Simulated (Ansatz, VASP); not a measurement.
Two plane-wave programs on AlP

```
Al P
1.0
     0.00000    2.73648    2.73648
     2.73648    0.00000    2.73648
     2.73648    2.73648    0.00000
Al P
1 1
Direct
  0.00000 0.00000 0.00000
  0.25000 0.25000 0.25000
```

Alike in both runs: task single point; functional LDA; k mesh 6 × 6 × 6; occupations gaussian, width 0.1 eV; no spin polarisation.

|  | VASP | Ansatz |
| --- | --- | --- |
| version | VASP 6.6.1 | Ansatz 0.2.0 |
| potentials or method | VASP PAW LDA potentials, release 64 (Al, P), cutoff 500 eV | scalar-relativistic, plane waves, PAW |
| valence electrons in the cell | 8 | 8 |

```tsv
	VASP	Ansatz	Ansatz less VASP
gap on the k mesh at the Fermi level (eV)	1.45	1.46	+0.004
least direct gap on the mesh (eV)	3.06	3.04	-0.016
pressure (GPa)	-1.8	-1.8	-0.05
```

Ansatz warns that its potentials were made for another functional, while VASP's fit it. LDA's correlation is that of Perdew and Zunger in VASP and of Perdew and Wang (1992) in Ansatz.
